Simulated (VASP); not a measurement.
# Cr (Fm-3m) in VASP: notebook

Cr is run at these levels: RPBE; tasks: single point.

All numbers are computed with VASP 6.6.1; they aren't measurements. Logs are shortened: lines on timing, memory, paths and dates and some standing lists are left out, and cuts for length are marked.

**1. The cell of the first run**

The structure is cubic, space group Fm-3m (No. 225). Conventional cell: a = 3.650 Å, b = 3.650 Å, c = 3.650 Å, α = 90.00°, β = 90.00°, γ = 90.00°. Within 3.4 Å of Cr (site symmetry m-3m) lie 12 Cr at 2.58 Å.

**2. Single point, RPBE**

The input, INCAR:

```
SYSTEM = Cr
ALGO = Normal
EDIFF = 1E-6
ENCUT = 520
GGA = RP
ISIF = 2
ISMEAR = -1
LASPH = .True.
LCHARG = .False.
LREAL = .False.
LWAVE = .False.
NBANDS = 12
NELM = 80
PREC = Accurate
SIGMA = 0.1
```

The input, KPOINTS:

```
k-points
0
Gamma
  15 15 15
  0 0 0
```

The input, POSCAR:

```
Cr
1.0
    0.0000000000      1.8252141594      1.8252141594
    1.8252141594      0.0000000000      1.8252141594
    1.8252141594      1.8252141594      0.0000000000
Cr
1
Direct
    0.0000000000      0.0000000000      0.0000000000
```

Potentials or basis: VASP PAW PBE potentials, release 64 (Cr_pv).

Command:

```sh
cat potpaw_PBE.64/Cr_pv/POTCAR > POTCAR
mpirun -np 1 vasp_std > vasp.out
```

OUTCAR:

```text
SYSTEM = Cr
   EDIFF = 1E-6
   ENCUT = 520
   GGA = RP
   ISIF = 2
   ISMEAR = -1
   LASPH = .True.
   LREAL = .False.
   NELM = 80
   PREC = Accurate

 ion  position               nearest neighbor table
   1  0.000  0.000  0.000-

  LATTYP: Found a face centered cubic cell.
 ALAT       =     3.6504283188

  Lattice vectors:

 A1 = (   0.0000000000,   1.8252141594,   1.8252141594)
 A2 = (   1.8252141594,   0.0000000000,   1.8252141594)
 A3 = (   1.8252141594,   1.8252141594,   0.0000000000)

Analysis of symmetry for initial positions (statically):
=====================================================================
 Subroutine PRICEL returns:
 Original cell was already a primitive cell.

 Routine SETGRP: Setting up the symmetry group for a
 face centered cubic supercell.

 Subroutine GETGRP returns: Found 48 space group operations
 (whereof 48 operations were pure point group operations)
 out of a pool of 48 trial point group operations.

The static configuration has the point symmetry O_h .

Analysis of symmetry for dynamics (positions and initial velocities):
=====================================================================
 Subroutine PRICEL returns:
 Original cell was already a primitive cell.

 Routine SETGRP: Setting up the symmetry group for a
 face centered cubic supercell.

 Subroutine GETGRP returns: Found 48 space group operations
 (whereof 48 operations were pure point group operations)
 out of a pool of 48 trial point group operations.

The dynamic configuration has the point symmetry O_h .

 Subroutine INISYM returns: Found 48 space group operations
 (whereof 48 operations are pure point group operations),
 and found     1 'primitive' translations

----------------------------------------------------------------------------------------

                                     Primitive cell

  volume of cell :      12.1611

  direct lattice vectors                    reciprocal lattice vectors
     0.000000000  1.825214159  1.825214159    -0.273940456  0.273940456  0.273940456
     1.825214159  0.000000000  1.825214159     0.273940456 -0.273940456  0.273940456
     1.825214159  1.825214159  0.000000000     0.273940456  0.273940456 -0.273940456

  length of vectors
     2.581242618  2.581242618  2.581242618     0.474478789  0.474478789  0.474478789

  position of ions in fractional coordinates (direct lattice)
     0.000000000  0.000000000  0.000000000

  ion indices of the primitive-cell ions
   primitive index   ion index
                 1           1

----------------------------------------------------------------------------------------

 KPOINTS: k-points

Automatic generation of k-mesh.
 Grid dimensions read from file:
 generate k-points for:   15   15   15

 Generating k-lattice:

  Cartesian coordinates                     Fractional coordinates (reciprocal lattice)
    -0.018262697  0.018262697  0.018262697     0.066666667  0.000000000  0.000000000
     0.018262697 -0.018262697  0.018262697     0.000000000  0.066666667  0.000000000
     0.018262697  0.018262697 -0.018262697     0.000000000  0.000000000  0.066666667

  Length of vectors
     0.031631919  0.031631919  0.031631919

  Shift w.r.t. Gamma in fractional coordinates (k-lattice)
     0.000000000  0.000000000  0.000000000

 Subroutine IBZKPT returns following result:
 ===========================================

 Found    120 irreducible k-points:

 Following reciprocal coordinates:
            Coordinates               Weight
  0.000000  0.000000  0.000000      1.000000
  0.066667  0.000000  0.000000      8.000000
  0.133333  0.000000  0.000000      8.000000
  0.200000  0.000000  0.000000      8.000000
  0.266667  0.000000  0.000000      8.000000
  0.333333  0.000000  0.000000      8.000000
[... 16 lines left out ...]
  0.133333  0.133333  0.000000      6.000000
  0.200000  0.133333  0.000000     24.000000
 [... further k-points ...]
   k-points           NKPTS =    120   k-points in BZ     NKDIM =    120   number of bands    NBANDS=     12
   number of dos      NEDOS =    301   number of ions     NIONS =      1
   total plane-waves  NPLWV =   8000
   dimension x,y,z NGX =    20 NGY =   20 NGZ =   20
   dimension x,y,z NGXF=    40 NGYF=   40 NGZF=   40
   ions per type =               1
   NGX,Y,Z   is equivalent  to a cutoff of  12.88, 12.88, 12.88 a.u.
   NGXF,Y,Z  is equivalent  to a cutoff of  25.76, 25.76, 25.76 a.u.
 SYSTEM =  Cr
   PREC   = accura    normal or accurate (medium, high low for compatibility)
   ISTART =      0    job   : 0-new  1-cont  2-samecut
   ICHARG =      2    charge: 1-file 2-atom 10-const
   ISPIN  =      1    spin polarized calculation?
   LNONCOLLINEAR =      F non collinear calculations
   LSORBIT =      F    spin-orbit coupling
   LASPH  =      T    aspherical Exc in radial PAW
   ENCUT  =  520.0 eV  38.22 Ry    6.18 a.u.   4.80  4.80  4.80*2*pi/ulx,y,z
   NELM   =     80;   NELMIN=  2; NELMDL= -5     # of ELM steps
   EDIFF  = 0.1E-05   stopping-criterion for ELM
   LREAL  =      F    real-space projection
   EDIFFG = 0.1E-04   stopping-criterion for IOM
   NSW    =      0    number of steps for IOM
   IBRION =     -1    ionic relax: 0-MD 1-quasi-New 2-CG
   NFREE  =      0    steps in history (QN), initial steepest desc. (CG)
   ISIF   =      2    stress and relaxation
   ISYM   =      2    0-nonsym 1-usesym 2-fastsym
   POTIM  = 0.5000    time-step for ionic-motion
   TEBEG  =    0.0;   TEEND  =   0.0 temperature during run
   PSTRESS=    0.0 pullay stress
   NELECT =      12.0000    total number of electrons
   NUPDOWN=      -1.0000    fix difference up-down
   EMIN   =  10.00;   EMAX   =-10.00  energy-range for DOS
   EFERMI =   0.00;   METHOD = LEGACY
   ISMEAR =    -1;   SIGMA  =   0.10  broadening in eV -4-tet -1-fermi 0-gaus
   EFERMI_NEDOS =   21; number of points for ismear=-14 and -15
   IALGO  =     38    algorithm
   IMIX   =      4    mixing-type and parameters
     AMIX     =   0.40;   BMIX     =  1.00
     AMIX_MAG =   1.60;   BMIX_MAG =  1.00
  volume/ion in A,a.u.               =      12.16        82.07
  Fermi-wavevector in a.u.,A,eV,Ry     =   1.629839  3.079949 36.142186  2.656376
  Thomas-Fermi vector in A             =   2.722239
   LORBIT       =      0    0 simple, 1 ext, 2 COOP (PROOUT), +10 PAW based schemes
   GGA     = RP    functional components
   LHFCALC =     F    Hartree Fock is set to
   AEXX    =    0.0000 exact exchange contribution
   IVDW    =     0    specifies the selected vdW correction
   LEPSILON=     F    determine dielectric tensor
   LRPA    =     F    only Hartree local field effects (RPA)
 non-spin polarized calculation
  energy-cutoff  :      520.00
  volume of cell :       12.16
 maximum number of plane-waves:       335
   NGX =  9   NGY =  9   NGZ =  9

 number of electron      12.0000002 magnetization

 Free energy of the ion-electron system (eV)
  ---------------------------------------------------
  ext. energy  EPLUGINS =         0.00000000
  ---------------------------------------------------
  free energy    TOTEN  =        -8.63208488 eV

  energy without entropy =       -8.57140675  energy(sigma->0) =       -8.60174582

 E-fermi :  10.1450     XC(G=0): -13.2466

 val. band max:       10.1410508378   @ k =   0.2667   0.2000   0.0000
 cond. band min:      10.2046094953   @ k =   0.4000   0.1333   0.0000
 fundamental gap:      0.0635586575
 Fermi energy:        10.1449790836

 k-point     1 :       0.0000    0.0000    0.0000
  band No.  band energies     occupation
      1     -32.3532      2.00000
      2     -32.3532      2.00000
      3     -32.3532      2.00000
      4       2.7002      2.00000
      5       9.7205      1.97172
      6       9.7205      1.97172
      7       9.7205      1.97172
      8      11.4305      0.00001
      9      11.4305      0.00001
     10      17.6741      0.00000
     11      29.7539      0.00000
     12      35.2559      0.00000

 k-point     2 :       0.0667    0.0000    0.0000
  band No.  band energies     occupation
      1     -32.3879      2.00000
      2     -32.3576      2.00000
      3     -32.3576      2.00000
      4       2.8766      2.00000
      5       9.6378      1.98753
      6       9.7780      1.95028
      7       9.7780      1.95028
      8      11.3987      0.00001
      9      11.3987      0.00001
     10      17.6740      0.00000
     11      29.7974      0.00000
     12      33.7599      0.00000

 k-point     3 :       0.1333    0.0000    0.0000
  band No.  band energies     occupation
      1     -32.4853      2.00000
      2     -32.3700      2.00000
      3     -32.3700      2.00000
      4       3.3863      2.00000
      5       9.4251      1.99851
      6       9.9160      1.81602
      7       9.9160      1.81601
      8      11.3419      0.00001
      9      11.3419      0.00001
     10      17.6737      0.00000
     11      29.4779      0.00000
     12      31.6621      0.00000
[... 286 lines left out ...]
 k-point    23 :       0.1333    0.1333    0.0000
  band No.  band energies     occupation
      1     -32.4818      2.00000
      2     -32.3989      2.00000
      3     -32.3989      2.00000
      4       3.6077      2.00000
      5       9.1846      1.99987
      6      10.1028      1.20771
      7      10.1028      1.20771
      8      10.9294      0.00078
      9      11.6068      0.00000
     10      17.6737      0.00000
     11      30.0645      0.00000
     12      32.2238      0.00000

 k-point    24 :       0.2000    0.1333    0.0000
  band No.  band energies     occupation
      1     -32.5739      2.00000
      2     -32.4220      2.00000
      3     -32.4158      2.00000
      4       4.1789      2.00000
      5       8.9275      1.99999
      6      10.2216      0.63463
      7      10.2891      0.38277
      8      10.8232      0.00226
      9      11.7011      0.00000
     10      17.6734      0.00000
     11      29.4962      0.00000
     12      30.7749      0.00000

 [... further k-points ...]
[... 5 lines left out ...]
  --------------------------------------------------------------------------------------
  -------------------------------------------------------------------------------------
  Total       -0.0278355     -0.0278355     -0.0278355      0.0000000     -0.0000000      0.0000000
  in kB       -3.6672325     -3.6672325     -3.6672325      0.0000000     -0.0000000      0.0000000
  external PRESSURE =      -3.6672325 kB  Pullay stress =       0.0000000 kB

 VOLUME and BASIS-vectors are now :
 -----------------------------------------------------------------------------
  energy-cutoff  :      520.00
  volume of cell :       12.16
      direct lattice vectors                 reciprocal lattice vectors
     0.000000000  1.825214159  1.825214159    -0.273940456  0.273940456  0.273940456
     1.825214159  0.000000000  1.825214159     0.273940456 -0.273940456  0.273940456
     1.825214159  1.825214159  0.000000000     0.273940456  0.273940456 -0.273940456

 POSITION                                       TOTAL-FORCE (eV/Angst)
 -----------------------------------------------------------------------------------
      0.00000      0.00000      0.00000         0.000000     -0.000000     -0.000000
 -----------------------------------------------------------------------------------
    total drift:                               -0.000000     -0.000000     -0.000000

  FREE ENERGIE OF THE ION-ELECTRON SYSTEM (eV)
  ---------------------------------------------------
  free  energy   TOTEN  =        -8.6320848820 eV

  energy  without entropy=       -8.5714067547  energy(sigma->0) =       -8.60174582
```

Wall time 17 s (1 thread of AMD EPYC 7R43 (Zen 3), shared host); peak memory 0.1 GiB.

Results:

```yaml
Free_energy: -8.6321 eV
Pressure: -0.4 GPa
Band_gap_on_the_k_mesh: zero (band 6 reaches 12.54 eV, above the bottom of band 7 at 9.72 eV)
```

Levels at points of the mesh, in eV from the Fermi level:
| k point | band 4 | band 5 | band 6 | band 7 | band 8 | band 9 |
| --- | --- | --- | --- | --- | --- | --- |
| (0.00, 0.00, 0.00) | -7.44 | -0.42 | -0.42 | -0.42 | 1.29 | 1.29 |

Caveat: the PAW data sets were made with another functional, which shifts forces and pressure a little; the run has no spin polarisation, though such a crystal can be magnetic.

**3. Single point, RPBE (volume scaled by 0.88)**

The input, INCAR:

```
SYSTEM = Cr
ALGO = Normal ; EDIFF = 1E-6
ENCUT = 520 ; GGA = RP
ISIF = 2 ; ISMEAR = -1
LASPH = .True. ; LCHARG = .False.
LREAL = .False. ; LWAVE = .False.
NBANDS = 12 ; NELM = 60
PREC = Accurate ; SIGMA = 0.1
```

The input, KPOINTS:

```
k-points
0
Gamma
  17 17 17
  0 0 0
```

The input, POSCAR:

```
Cr
1.0
    0.0000000000      1.7490734734      1.7490734734
    1.7490734734      0.0000000000      1.7490734734
    1.7490734734      1.7490734734      0.0000000000
Cr
1
Direct
    0.0000000000      0.0000000000      0.0000000000
```

Potentials or basis: VASP PAW PBE potentials, release 64 (Cr_pv).

Command:

```sh
cat potpaw_PBE.64/Cr_pv/POTCAR > POTCAR
mpirun -np 1 vasp_std > vasp.out
```

Run time: 17 s. Hardware: 1 thread of AMD EPYC 7R43 (Zen 3), shared host; peak memory 0.1 GiB.

It converged, with:

```yaml
Free_energy: -8.4851 eV
Pressure: 36.5 GPa
Band_gap_on_the_k_mesh: zero (band 6 reaches 14.82 eV, above the bottom of band 7 at 11.42 eV)
```

Levels at points of the mesh, in eV from the Fermi level:
| k point | band 2 | band 3 | band 4 | band 5 | band 6 | band 7 | band 8 | band 9 | band 10 | band 11 |
| --- | --- | --- | --- | --- | --- | --- | --- | --- | --- | --- |
| (0.00, 0.00, 0.00) | -42.25 | -42.25 | -7.86 | -0.53 | -0.53 | -0.53 | 1.53 | 1.53 | 7.68 | 20.43 |

Caveat: the PAW data sets were made with another functional, which shifts forces and pressure a little; the run has no spin polarisation, though such a crystal can be magnetic. Spin polarisation is off, so any magnetic state and its effect on volume and gap are missing.
